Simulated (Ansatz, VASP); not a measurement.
# C in VASP and in Ansatz

The input POSCAR:

```
C
1.0
   -2.5320905204      2.4076245368      2.2188488326
    2.4836432488     -2.5374547786      2.3002318029
    2.4652253175      2.4705895758     -2.3486790745
C
8
Direct
    0.1355150842      0.0387295985      0.0291923983
    0.5923331662      0.6159619650      0.5688417068
   -0.0210106204      0.4830424365      0.0484507648
   -0.0406447691     -0.1566733172      0.2190598959
    0.2027252159      0.7825151592      0.0097334664
    0.2697754897      0.3356693928      0.3734730361
    0.7340472485     -0.0886231525      0.0136406283
    0.1272591849     -0.0106220822      0.7376081034
```

Contents of INCAR.step1:

```
PREC = Accurate
ENCUT = 520
ISMEAR = 0
SIGMA = 0.05
LREAL = F
LASPH = T
NELM = 80
NBANDS = 26
GGA = PE
ALGO = Normal
EDIFF = 1E-4
LWAVE = T
LCHARG = F
```

Contents of INCAR.step2:

```
PREC = Accurate
ENCUT = 520
EDIFF = 1E-6
ISMEAR = 0
SIGMA = 0.05
LREAL = F
LASPH = T
NELM = 80
ALGO = Normal
ISIF = 2
LWAVE = F
LCHARG = F
METAGGA = R2SCAN
LMIXTAU = T
NBANDS = 26
ISTART = 1
```

Contents of KPOINTS:

```
regular mesh
0
Gamma
  8 8 8
```

Input for Ansatz:

```yaml
crystal:
  lattice:
    - [-2.5320905204, 2.4076245368, 2.2188488326]
    - [2.4836432488, -2.5374547786, 2.3002318029]
    - [2.4652253175, 2.4705895758, -2.3486790745]
  atoms:
    - { symbol: C, position: [0.1355150842, 0.0387295985, 0.0291923983] }
    - { symbol: C, position: [0.5923331662, 0.615961965, 0.5688417068] }
    - { symbol: C, position: [-0.0210106204, 0.4830424365, 0.0484507648] }
    - { symbol: C, position: [-0.0406447691, -0.1566733172, 0.2190598959] }
    - { symbol: C, position: [0.2027252159, 0.7825151592, 0.0097334664] }
    - { symbol: C, position: [0.2697754897, 0.3356693928, 0.3734730361] }
    - { symbol: C, position: [0.7340472485, -0.0886231525, 0.0136406283] }
    - { symbol: C, position: [0.1272591849, -0.0106220822, 0.7376081034] }
basis:
  ecutwfc: 500
kpoints:
  mp_grid: { grid: [8, 8, 8] }
hamiltonian:
  xc: r2scan
scf:
  occupations: { method: gaussian, width: 0.05 }
output:
  forces: true
  stress: true
  eigenvalues: true
```

Change from the starting cell: all atoms moved at random (sigma 0.3 Å a component), cell strained at random (sigma 0.03).

Alike in both runs: task single point; functional r2SCAN; k mesh 8 × 8 × 8; occupations gaussian, width 0.05 eV; no spin polarisation.

```csv
,VASP,Ansatz
version,VASP 6.6.1,Ansatz 0.2.0
potentials or method,"VASP PAW PBE potentials, release 64 (C), cutoff 520 eV","scalar-relativistic, plane waves, PAW"
valence electrons in the cell,32,32
```

|  | VASP | Ansatz | Ansatz less VASP |
| --- | --- | --- | --- |
| gap on the k mesh at the Fermi level (eV) | none | none | - |
| pressure (GPa) | 133.6 | 131.6 | -2.05 |
| traceless stress, the component that is largest in VASP (GPa) | 19.63 | 19.71 | +0.083 |
| rms of the force components (eV/Å) | 9.486 | 9.331 | -0.1549 |

VASP's potentials were made for PBE, not for r2SCAN. Atom by atom the forces differ by 0.172 eV/Å (rms over components). A gap of «none» marks a metal or a gap that the smearing closes. Both programs put the cell under a high pressure, so it lies far from rest at this level.

Noted on VASP's run: the cell as given lies far from equilibrium.
